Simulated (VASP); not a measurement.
# NiO (Fm-3m) in VASP: a series of runs, part 2 of 2

VASP 6.6.1. Earlier steps stand in the parts before.

## (5) Relaxation of cell and atoms, PBE+D4+U, collinear spin, ferromagnetic start

Input file INCAR:

```
SYSTEM = NiO
ALGO = Normal
EDIFF = 1E-7
EDIFFG = -0.01
ENCUT = 700
GGA = PE
GGA_COMPAT = .FALSE.
IBRION = 2
ISIF = 3
ISMEAR = 0
ISPIN = 2
IVDW = 13
LASPH = .TRUE.
LCHARG = .FALSE.
LDAU = .TRUE.
LDAUJ = 0 0
LDAUL = 2 -1
LDAUPRINT = 1
LDAUTYPE = 2
LDAUU = 8 0
LMAXMIX = 4
LORBIT = 11
LREAL = .FALSE.
LWAVE = .FALSE.
MAGMOM = 1.94 0.17
NELM = 200
NELMIN = 4
NSW = 60
PREC = Accurate
SIGMA = 0.02
```

Input file KPOINTS:

```
k-points
0
G
  11 11 11
  0 0 0
```

Input file POSCAR:

```
NiO
1.0
    0.0000000000      2.0859016414      2.0859016414
    2.0859016414      0.0000000000      2.0859016414
    2.0859016414      2.0859016414      0.0000000000
Ni O
1 1
Direct
    0.0000000000      0.0000000000      0.0000000000
    0.5000000000      0.5000000000      0.5000000000
```

Potentials or basis: VASP PAW PBE potentials, release 64 (Ni_sv_GW, O).

On the command line:

```console
$ cat potpaw_PBE.64/Ni_sv_GW/POTCAR potpaw_PBE.64/O/POTCAR > POTCAR
$ mpirun -np 1 vasp_std > vasp.out
```

OUTCAR:

```text
SYSTEM = NiO
   EDIFF = 1E-7
   EDIFFG = -0.01
   ENCUT = 700
   GGA = PE
   IBRION = 2
   ISIF = 3
   ISMEAR = 0
   ISPIN = 2
   IVDW = 13
   LASPH = .TRUE.
   LORBIT = 11
   LREAL = .FALSE.
   NELM = 200
   NELMIN = 4
   NSW = 60
   PREC = Accurate

 ion  position               nearest neighbor table
   1  0.000  0.000  0.000-   2 2.09   2 2.09   2 2.09   2 2.09   2 2.09   2 2.09
   2  0.500  0.500  0.500-   1 2.09   1 2.09   1 2.09   1 2.09   1 2.09   1 2.09

  LATTYP: Found a face centered cubic cell.
 ALAT       =     4.1718032828

  Lattice vectors:

 A1 = (   0.0000000000,   2.0859016414,   2.0859016414)
 A2 = (   2.0859016414,   0.0000000000,   2.0859016414)
 A3 = (   2.0859016414,   2.0859016414,   0.0000000000)

Analysis of symmetry for initial positions (statically):
=====================================================================
 Subroutine PRICEL returns:
[... 496 lines left out ...]
  o =  0.9419  v =  0.0000  0.5178  0.0000 -0.8555  0.0000  0.0000  0.0000  0.0000  0.0000  0.0000      0.0000  0.0000  0.0000  0.0000  0.0000  0.0000  0.0000  0.0000  0.0000  0.0000
  o =  0.9419  v =  1.0000  0.0000  0.0000  0.0000  0.0000  0.0000  0.0000  0.0000  0.0000  0.0000      0.0000  0.0000  0.0000  0.0000  0.0000  0.0000  0.0000  0.0000  0.0000  0.0000
  o =  0.9419  v =  0.0000 -0.8555 -0.0000 -0.5178  0.0000  0.0000  0.0000  0.0000  0.0000  0.0000      0.0000  0.0000  0.0000  0.0000  0.0000  0.0000  0.0000  0.0000  0.0000  0.0000
  o =  0.9703  v =  0.0000 -0.0000  0.0362  0.0000  0.9993  0.0000  0.0000  0.0000  0.0000  0.0000      0.0000  0.0000  0.0000  0.0000  0.0000  0.0000  0.0000  0.0000  0.0000  0.0000
  o =  0.9703  v =  0.0000  0.0000 -0.9993 -0.0000  0.0362  0.0000  0.0000  0.0000  0.0000  0.0000      0.0000  0.0000  0.0000  0.0000  0.0000  0.0000  0.0000  0.0000  0.0000  0.0000

--------------------------------------- Ionic step        8  -------------------------------------------

 number of electron      23.9999986 magnetization       1.9999999

 Free energy of the ion-electron system (eV)
  ---------------------------------------------------
  ext. energy  EPLUGINS =         0.00000000
  ---------------------------------------------------
  free energy    TOTEN  =        -9.73774797 eV

  energy without entropy =       -9.73774797  energy(sigma->0) =       -9.73774797

 E-fermi :   5.9014     XC(G=0): -12.7790

 val. band max:        5.6470937182   @ k =   0.4545   0.0000   0.0000
 cond. band min:       7.9843817087   @ k =   0.0000   0.0000   0.0000
 fundamental gap:      2.3372879905
 Fermi energy:         5.9013956308

 spin component 1

 k-point     1 :       0.0000    0.0000    0.0000
  band No.  band energies     occupation
      1     -98.1974      1.00000
      2     -58.5779      1.00000
      3     -58.5779      1.00000
      4     -58.5779      1.00000
      5     -12.9970      1.00000
      6      -0.5851      1.00000
[... 988 lines left out ...]
  FREE ENERGIE OF THE ION-ELECTRON SYSTEM (eV)
  ---------------------------------------------------
  free  energy   TOTEN  =       -10.4089175346 eV

  energy  without entropy=      -10.4089175346  energy(sigma->0) =      -10.40891753

 reached required accuracy - stopping structural energy minimisation

 total charge

# of ion       s       p       d       f       tot
--------------------------------------------------
    1        2.159   6.218   7.701   0.009  16.086
    2        1.543   3.492   0.000   0.000   5.035
--------------------------------------------------
tot          3.702   9.710   7.701   0.009  21.121

 magnetization (x)

# of ion       s       p       d       f       tot
--------------------------------------------------
    1        0.010   0.012   1.804   0.001   1.827
    2        0.019   0.117   0.000   0.000   0.137
--------------------------------------------------
tot          0.029   0.129   1.804   0.001   1.963
```

OSZICAR:

```text
N       E                     dE             d eps       ncg     rms          rms(c)
DAV:   1     0.260572343315E+03    0.26057E+03   -0.16059E+04  5281   0.572E+03
DAV:   2     0.505759737288E+01   -0.25551E+03   -0.24805E+03  5832   0.106E+03
[... 89 lines left out ...]
DAV:   1    -0.973810090291E+01   -0.10649E-06   -0.13802E-02  3912   0.965E+00    0.154E-01
DAV:   2    -0.973777938053E+01    0.32152E-03   -0.20784E-03  5483   0.444E+00    0.309E-02
DAV:   3    -0.973775405516E+01    0.25325E-04   -0.11002E-04  5487   0.897E-01    0.217E-02
DAV:   4    -0.973774960623E+01    0.44489E-05   -0.81263E-06  5966   0.130E-01    0.115E-02
DAV:   5    -0.973774705507E+01    0.25512E-05   -0.84581E-06  5692   0.128E-01    0.538E-03
DAV:   6    -0.973774801859E+01   -0.96352E-06   -0.15064E-06  5379   0.486E-02    0.175E-03
DAV:   7    -0.973774797287E+01    0.45726E-07   -0.10480E-07  2175   0.133E-02
   8 F= -.10408918E+02 E0= -.10408918E+02  d E =-.889929E-01  mag=     2.0000
```

CONTCAR:

```text
NiO
   1.00000000000000
     0.0000000000000000    2.1135144437477416    2.1135144437477416
     2.1135144437477416   -0.0000000000000000    2.1135144437477416
     2.1135144437477416    2.1135144437477416    0.0000000000000000
  Ni              O
     1     1
Direct
     0.0000000000000000    0.0000000000000000    0.0000000000000000
     0.5000000000000000    0.5000000000000000    0.5000000000000000

  0.00000000E+00  0.00000000E+00  0.00000000E+00
  0.00000000E+00  0.00000000E+00  0.00000000E+00
```

Wall time 7.4 min (1 thread of Intel Xeon Platinum 8559C (Emerald Rapids), shared host); peak memory 0.23 GiB.

Results:

```
Free energy                                           : -10.4089 eV
Relaxed volume                                        : 9.44 Å³/atom
Relaxed cell                                          : a = 2.989 Å, b = 2.989 Å, c = 2.989 Å, α = 60.00°, β = 60.00°, γ = 60.00°
Space group after relaxing (to 0.1 Å)                 : Fm-3m (No. 225)
Energy gained by relaxing                             : 44.5 meV/atom
Ionic steps                                           : 8
Pressure after relaxing                               : 0.1 GPa
Band gap on the k mesh                                : 2.34 eV (least direct gap 3.42 eV)
Net moment                                            : 2.00 μB per cell
Site moments                                          : Ni +1.83; O +0.14 μB
Valence electrons inside the program's atomic spheres : Ni 16.09; O 5.04
Dispersion energy per atom                            : -0.336 eV
```

Step by step:
```csv
step,energy change (eV),largest force (eV/Å),pressure (GPa),volume (Å³)
1,0.0000,0.0000,8.23,18.15
2,-0.0781,0.0000,-5.84,19.40
3,-0.0822,0.0000,-4.66,19.28
4,-0.0887,0.0000,2.90,18.85
5,-0.0880,0.0000,-2.15,19.01
6,-0.0887,0.0000,-1.30,18.94
7,-0.0890,0.0000,-0.32,18.90
8,-0.0890,0.0000,0.15,18.88
```

Final structure:
```cif
data_structure
_symmetry_space_group_name_H-M 'P 1'
_symmetry_Int_Tables_number 1
_cell_length_a 2.9890
_cell_length_b 2.9890
_cell_length_c 2.9890
_cell_angle_alpha 60.000
_cell_angle_beta 60.000
_cell_angle_gamma 60.000
_cell_volume 18.88
loop_
_atom_site_label
_atom_site_type_symbol
_atom_site_fract_x
_atom_site_fract_y
_atom_site_fract_z
_atom_site_occupancy
Ni1 Ni 0.00000 0.00000 0.00000 1
O1 O 0.50000 0.50000 0.50000 1
```

Eigenvalues of the final occupation matrices:
| site | spin | trace | eigenvalues |
| --- | --- | --- | --- |
| site 1 d | 1 | 4.77 | 0.94 0.94 0.94 0.97 0.97 |
| site 1 d | 2 | 2.96 | 0.08 0.08 0.94 0.94 0.94 |

Caveat: an odd mesh through Γ misses points on the zone boundary, where band edges can lie; a cell with one magnetic atom can't hold antiferromagnetic order, which such compounds often take. Zero-point motion and thermal expansion aren't in these numbers.

## (6) Single point, PBE+U, collinear spin, ferromagnetic start

Input file INCAR:

```
SYSTEM = NiO
PREC = Accurate ; ENCUT = 700
EDIFF = 1E-6 ; ISMEAR = -1
SIGMA = 0.05 ; LREAL = .False.
LASPH = .True. ; NELM = 200
ALGO = Normal ; ISIF = 2
LWAVE = .False. ; LCHARG = .False.
ISPIN = 2 ; MAGMOM = 1 0
LORBIT = 11 ; LMAXMIX = 4
LDAU = .True. ; LDAUTYPE = 2
LDAUL = 2 -1 ; LDAUU = 5 0
LDAUJ = 0 0 ; LDAUPRINT = 1
GGA = PE ; NBANDS = 23
GGA_COMPAT = .False.
```

Input file KPOINTS:

```
Automatic mesh
0
Gamma
  11 11 11
  0 0 0
```

POSCAR is that of step 5.

Potentials or basis: VASP PAW PBE potentials, release 64 (Ni_sv_GW, O).

On the command line:

```console
$ cat potpaw_PBE.64/Ni_sv_GW/POTCAR potpaw_PBE.64/O/POTCAR > POTCAR
$ mpirun -np 1 vasp_std > vasp.out
```

Run time: 64 s. Hardware: 1 thread of AMD EPYC 9R45 (Zen 5), shared host; peak memory 0.19 GiB.

It converged, with:

- Free energy: -10.5860 eV
- Pressure: 10.8 GPa
- Band gap on the k mesh: 2.07 eV (least direct gap 2.82 eV)
- Net moment: 2.00 μB per cell
- Site moments: Ni +1.76; O +0.20 μB
- Valence electrons inside the program's atomic spheres: Ni 16.12; O 5.04

Levels at points of the mesh, in eV from the valence-band top:
Spin up:
| k point | band 11 | band 12 | band 13 | band 14 | band 15 | band 16 |
| --- | --- | --- | --- | --- | --- | --- |
| (0.00, 0.00, 0.00) | -1.95 | -1.95 | -1.95 | 2.24 | 18.38 | 18.95 |
Spin down:
| k point | band 8 | band 9 | band 10 | band 11 | band 12 | band 13 | band 14 | band 15 |
| --- | --- | --- | --- | --- | --- | --- | --- | --- |
| (0.00, 0.00, 0.00) | -3.22 | -1.57 | -1.57 | -1.57 | 2.07 | 2.07 | 2.60 | 18.32 |

Eigenvalues of the final occupation matrices:
```csv
site,spin,trace,eigenvalues
site 1 d,1,4.75,0.94 0.94 0.94 0.97 0.97
site 1 d,2,3.00,0.11 0.11 0.93 0.93 0.93
```

Caveat: the cell stands under pressure; an odd mesh through Γ misses points on the zone boundary, where band edges can lie; a cell with one magnetic atom can't hold antiferromagnetic order, which such compounds often take. The state reached can hang on the start; a lower one may exist.

## (7) Overview

| task | level | U | cell | smearing | gap on the mesh (eV) | pressure (GPa) | moment (μB) | relaxed volume (Å³/atom) |
| --- | --- | --- | --- | --- | --- | --- | --- | --- |
| single point | PBE+U | Ni d U = 1.0 eV | as given | fermi-dirac 0.05 eV | none | 8.2 | 1.98 | - |
| single point | PBEsol+U | Ni d U = 4.0 eV | as given | fermi-dirac 0.05 eV | 1.29 | -0.2 | 2.00 | - |
| relaxation of cell and atoms | PBE+D3(BJ)+U | Ni d U = 8.0 eV | relaxed | gaussian 0.1 eV | 2.34 | -0.1 | 2.00 | 9.44 |
| relaxation of cell and atoms | PBE+D4+U | Ni d U = 8.0 eV | relaxed | gaussian 0.02 eV | 2.34 | 0.1 | 2.00 | 9.44 |
| single point | PBE+U | Ni d U = 5.0 eV | as given | fermi-dirac 0.05 eV | 2.07 | 10.8 | 2.00 | - |

Alike in all rows: potentials or basis VASP PAW PBE potentials, release 64 (Ni_sv_GW, O); spin collinear, ferromagnetic start; k mesh 11 × 11 × 11; cutoff (eV) 700.

The pressure there spans -0.2 GPa (PBEsol+U) to 10.8 GPa (PBE+U); a positive pressure means that this level wants a larger cell, a negative one a smaller.

Caveats: a cell with one magnetic atom can't hold antiferromagnetic order, which such compounds often take; an odd mesh through Γ misses points on the zone boundary, where band edges can lie (at least some runs); the cell stands under pressure (at least some runs); the PAW data sets were made with another functional, which shifts forces and pressure a little (at least some runs).

Total energies depend on the potentials used, so only differences within one code and one set of settings carry meaning.

The gap in the log of VASP goes by the Fermi energy; the results here count the filled bands.